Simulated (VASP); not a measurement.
Set up this calculation in VASP 6.6.1, as the native input.

| Property | Result |
| --- | --- |
| Task | single point |
| Functional | LDA |
| Potentials or basis | VASP PAW LDA potentials, release 64 (Nb_sv, H) |
| Cutoff | 520 eV |
| k mesh | 9 × 7 × 1 |
| Occupations | gaussian, width 0.1 eV |
| Spin | no spin polarisation |
| Dipole correction | yes |
| Further INCAR settings | ALGO = Normal; EDIFF = 1e-06; NBANDS = 34 |

The structure of Nb4H lies in POSCAR:

```
Nb4H
1.0
    2.9270177669      0.0000000000      0.0000000000
    0.0000000000      4.1394282232      0.0000000000
    0.0000000000      0.0000000000     21.2576690685
Nb H
4 1
Direct
    0.5000000000      0.5000000000      0.1881673850
    0.0000000000      0.0000000000      0.2570135449
    0.5000000000      0.5000000000      0.3306382692
    0.0000000000      0.0000000000      0.3884559987
    0.0000000000      0.3333333333      0.5065310328
```

The input as run:

INCAR

```
PREC     = Accurate       # precision mode
ENCUT    = 520            # plane-wave cutoff, eV
EDIFF    = 1E-6           # SCF threshold, eV
ISMEAR   = 0              # smearing method
SIGMA    = 0.1            # smearing width, eV
LREAL    = False          # projectors in reciprocal space
LASPH    = True           # aspherical terms in the spheres
NELM     = 100            # most SCF steps
ALGO     = Normal         # electronic algorithm
ISIF     = 2              # what is computed and relaxed
LWAVE    = False          # write WAVECAR
LCHARG   = True           # write CHGCAR
LDIPOL   = True         
IDIPOL   = 3            
DIPOL    = 0.5 0.5 0.334
LELF     = True           # ELF
LVHAR    = True         
LVACPOTAV= True         
NBANDS   = 34             # bands
```

KPOINTS

```
Automatic mesh
0
Gamma
  9 7 1
```

Potentials or basis: VASP PAW LDA potentials, release 64 (Nb_sv, H).

Run with:

```console
$ cat potpaw_LDA.64/Nb_sv/POTCAR potpaw_LDA.64/H/POTCAR > POTCAR
$ mpirun -np 1 vasp_std > vasp.out
```

It gave:

| Quantity | Value |
| --- | --- |
| Largest force | 1.553 eV/Å |

It took 2.6 min on 1 thread of Intel(R) Xeon(R) 6975P-C (Granite Rapids), on a shared host, peak memory 0.34 GiB.
